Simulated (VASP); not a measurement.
A run of VASP 6.6.1 is set up as follows.

POSCAR

```
BiTe
1.0
    1.2649249498      3.9754784137      3.9754784137
    3.9754784137      1.2649249498      3.9754784137
    3.9754784137      3.9754784137      1.2649249498
Bi Te
1 1
Direct
    0.0000000000      0.0000000000      0.0000000000
    0.5000000000      0.5000000000      0.5000000000
```

Contents of INCAR.step1:

```
PREC = Accurate ; ENCUT = 520
ISMEAR = 0 ; SIGMA = 0.15
LREAL = F ; LASPH = T
NELM = 60 ; NBANDS = 18
GGA = PE ; ALGO = Normal
EDIFF = 1E-4 ; LWAVE = T
LCHARG = F
```

Contents of INCAR.step2:

```
PREC = Accurate ; ENCUT = 520
EDIFF = 1E-6 ; ISMEAR = 0
SIGMA = 0.15 ; LREAL = F
LASPH = T ; NELM = 60
ALGO = Normal ; ISIF = 2
LWAVE = F ; LCHARG = F
METAGGA = R2SCAN ; LMIXTAU = T
NBANDS = 18 ; ISTART = 1
```

The input KPOINTS:

```
regular mesh
0
Gamma
  14 14 14
```

Potentials or basis: VASP PAW PBE potentials, release 64 (Bi_d, Te).

Command:

```bash
$ cat potpaw_PBE.64/Bi_d/POTCAR potpaw_PBE.64/Te/POTCAR > POTCAR
$ cp INCAR.step1 INCAR
$ mpirun -np 1 vasp_std > vasp.out
$ cp INCAR.step2 INCAR
$ mpirun -np 1 vasp_std > vasp.out
```

Question: Estimate the pressure.

Answer: -4.3 GPa.

Stress tensor (GPa, compression positive):
```
-4.29 -3.10 -3.10
-3.10 -4.29 -3.10
-3.10 -3.10 -4.29
```

Caveat: the PAW data sets were made with another functional, which shifts forces and pressure a little.
